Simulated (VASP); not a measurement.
Write the native input for VASP 6.6.1 that does the following.

* Task: single point
* Functional: PBE
* Potentials or basis: VASP PAW PBE potentials, release 64 (Cd, Hg, Se)
* Cutoff: 520 eV
* k mesh: 6 × 6 × 2
* Occupations: gaussian, width 0.1 eV
* Spin: no spin polarisation
* Dipole correction: no
* Further INCAR settings: ALGO = Normal; EDIFF = 1e-06; NBANDS = 36

The structure of Cd2HgSe3 lies in POSCAR:

```
Cd2HgSe3
1.0
    4.3989727000      0.0000000000      0.0000000000
   -2.1994864000      3.8096221000      0.0000000000
    0.0000000000      0.0000000000     10.7575740000
Cd Hg Se
2 1 3
Direct
    0.0000000000      0.0000000000      0.0014780000
    0.6666667000      0.3333333000      0.3330290000
    0.3333333000      0.6666667000      0.6661340000
    0.6666667000      0.3333333000      0.0831190000
    0.3333333000      0.6666667000      0.4144460000
    0.0000000000      0.0000000000      0.7517930000
```

One way to write it, as run:

INCAR

```
ALGO = Normal
EDIFF = 1E-6
ENCUT = 520
GGA = PE
ISIF = 2
ISMEAR = 0
LASPH = T
LCHARG = F
LREAL = F
LWAVE = F
NBANDS = 36
NELM = 100
PREC = Accurate
SIGMA = 0.1
```

KPOINTS

```
k-points
0
Gamma
  6 6 2
```

Potentials or basis: VASP PAW PBE potentials, release 64 (Cd, Hg, Se).

Run with:

```sh
$ cat potpaw_PBE.64/Cd/POTCAR potpaw_PBE.64/Hg/POTCAR potpaw_PBE.64/Se/POTCAR > POTCAR
$ mpirun -np 1 vasp_std > vasp.out
```

It gave:

```
Pressure               : 0.3 GPa
Largest force          : 0.005 eV/Å
Band gap on the k mesh : zero (filled and empty bands touch)
```

Caveat: semilocal functionals underestimate gaps, so a narrow gap can read as zero; spin-orbit coupling is left out, which moves the levels of the heavy elements.

Wall time 55 s on 1 thread of Intel(R) Xeon(R) 6975P-C (Granite Rapids), on a shared host, peak memory 0.35 GiB.
